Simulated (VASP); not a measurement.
## Si2Ni: single point with PBE

The system is Si2Ni.

```
CELL_PARAMETERS angstrom
0.00000 -2.72341 -2.72341
-2.72341 0.00000 -2.72341
2.72341 2.72341 -5.44683
ATOMIC_POSITIONS crystal
Si 0.13139 0.11222 0.62500
Si 0.61861 0.63778 0.12500
Si 0.36861 0.38778 0.87500
Si 0.88139 0.86222 0.37500
Ni 0.50899 0.48201 0.50000
Ni 0.99101 0.01799 0.00000
```

This cell differs from its parent crystal: atoms displaced along a vibrational mode.

```yaml
Program: VASP 6.6.1
Task: single point
Functional: PBE
Potentials_or_basis: VASP PAW PBE potentials, release 64 (Si, Ni)
Cutoff: 520 eV
k_mesh: 12 × 12 × 14
Occupations: gaussian, width 0.15 eV
Spin: no spin polarisation
Dipole_correction: no
Further_INCAR_settings: ALGO = Fast; EDIFF = 1e-06; NBANDS = 27; ISYM = 0
```

```yaml
Pressure: -0.1 GPa
Largest_force: 0.118 eV/Å
Band_gap_on_the_k_mesh: zero (bands 18 and 19 overlap by 2.13 eV)
```

Forces on the atoms (eV/Å):
```
Si  -0.046  0.013 -0.014
Si   0.020 -0.019  0.018
Si   0.046 -0.013  0.014
Si  -0.020  0.019 -0.018
Ni  -0.096  0.048 -0.048
Ni   0.096 -0.048  0.048
```

Stress tensor (GPa, compression positive):
```
-0.08 -0.06  0.06
-0.06 -0.08 -0.01
 0.06 -0.01 -0.09
```

Levels at points of the mesh, in eV from the Fermi level:
| k point | band 15 | band 16 | band 17 | band 18 | band 19 | band 20 | band 21 | band 22 |
| --- | --- | --- | --- | --- | --- | --- | --- | --- |
| (0.00, 0.00, 0.00) | -1.35 | -0.43 | 1.67 | 1.69 | 1.71 | 1.79 | 1.80 | 1.81 |
| (0.50, 0.00, 0.00) | -2.50 | -2.46 | -2.38 | -2.31 | 0.29 | 0.29 | 3.74 | 3.84 |
| (0.00, 0.50, 0.00) | -2.51 | -2.44 | -2.41 | -2.28 | 0.27 | 0.29 | 3.76 | 3.98 |
| (0.50, 0.50, 0.00) | -3.17 | -2.98 | -1.38 | -1.34 | -0.41 | 1.49 | 1.79 | 1.81 |
| (0.00, 0.00, 0.50) | -0.13 | -0.10 | -0.06 | -0.03 | 1.04 | 1.04 | 2.32 | 2.33 |
| (0.50, 0.00, 0.50) | -3.17 | -2.98 | -1.38 | -1.34 | -0.41 | 1.49 | 1.79 | 1.81 |
| (0.00, 0.50, 0.50) | -3.16 | -2.97 | -1.36 | -1.36 | -0.42 | 1.45 | 1.81 | 1.81 |
| (0.50, 0.50, 0.50) | -2.50 | -2.46 | -2.38 | -2.31 | 0.29 | 0.29 | 3.74 | 3.84 |

Run time: 24 min on 4 MPI ranks on Oxide Virtual Turin-like Processor, on a shared host, peak memory 1.6 GiB a rank.

Caveat: the cell differs from its parent crystal (atoms displaced along a vibrational mode). Spin polarisation is off, so any magnetic state and its effect on volume and gap are missing.
